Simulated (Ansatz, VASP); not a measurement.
Given: the input of a run of VASP 6.6.1 on Hf.

File INCAR:

```
PREC     = Accurate       # precision mode
ENCUT    = 520            # plane-wave cutoff, eV
EDIFF    = 1E-7           # SCF threshold, eV
ISMEAR   = -1             # smearing method
SIGMA    = 0.05           # smearing width, eV
LREAL    = F              # projectors in reciprocal space
LASPH    = T              # aspherical terms in the spheres
NELM     = 60             # most SCF steps
ALGO     = Fast           # electronic algorithm
ISIF     = 2              # what is computed and relaxed
LWAVE    = F              # write WAVECAR
LCHARG   = T              # write CHGCAR
GGA      = CA             # functional
LELF     = T              # ELF
LVHAR    = T            
NBANDS   = 11             # bands
```

File KPOINTS:

```
Automatic mesh
0
Gamma
  10 10 10
```

POSCAR

```
Hf
1.0
   -1.7928855410      1.7928855410      1.7928855410
    1.7928855410     -1.7928855410      1.7928855410
    1.7928855410      1.7928855410     -1.7928855410
Hf
1
Direct
    0.0000000000      0.0000000000      0.0000000000
```

Potentials or basis: VASP PAW LDA potentials, release 64 (Hf_pv).

Run with:

```console
$ cat potpaw_LDA.64/Hf_pv/POTCAR > POTCAR
$ mpirun -np 1 vasp_std > vasp.out
```

Q: Set up the same calculation for Ansatz 0.2.0. Potentials there: all-electron LAPW, scalar-relativistic.

A: As run (the cutoff follows the program's own potentials):

File input.yaml:

```yaml
crystal:
  lattice:
    - [-1.792885541, 1.792885541, 1.792885541]
    - [1.792885541, -1.792885541, 1.792885541]
    - [1.792885541, 1.792885541, -1.792885541]
  atoms:
    - { symbol: Hf, position: [0.0, 0.0, 0.0] }
kpoints:
  mp_grid: { grid: [10, 10, 10] }
scf:
  occupations: { method: fermi_dirac, width: 0.05 }
hamiltonian:
  xc: lda
  pseudopotentials: { kind: all_electron, lapw: { basis_error: 0.001 } }
output:
  forces: true
  stress: true
  eigenvalues: true
```

Potentials or basis: all-electron LAPW, scalar-relativistic.

Run with:

```bash
$ ansatz run input.yaml --threads 1 --pin off --max-ram 3072MiB --backend cpu --events-out ev --progress --plain --runs-dir out
```

Both were run:

|  | VASP | Ansatz | Ansatz less VASP |
| --- | --- | --- | --- |
| gap on the k mesh at the Fermi level (eV) | none | none | - |
| pressure (GPa) | -11.2 | -11.2 | -0.02 |

LDA's correlation is that of Perdew and Zunger in VASP and of Perdew and Wang (1992) in Ansatz. A gap of «none» marks a metal or a gap that the smearing closes. Ansatz ran all-electron here, and VASP with PAW potentials.

Spin-orbit coupling is off throughout.
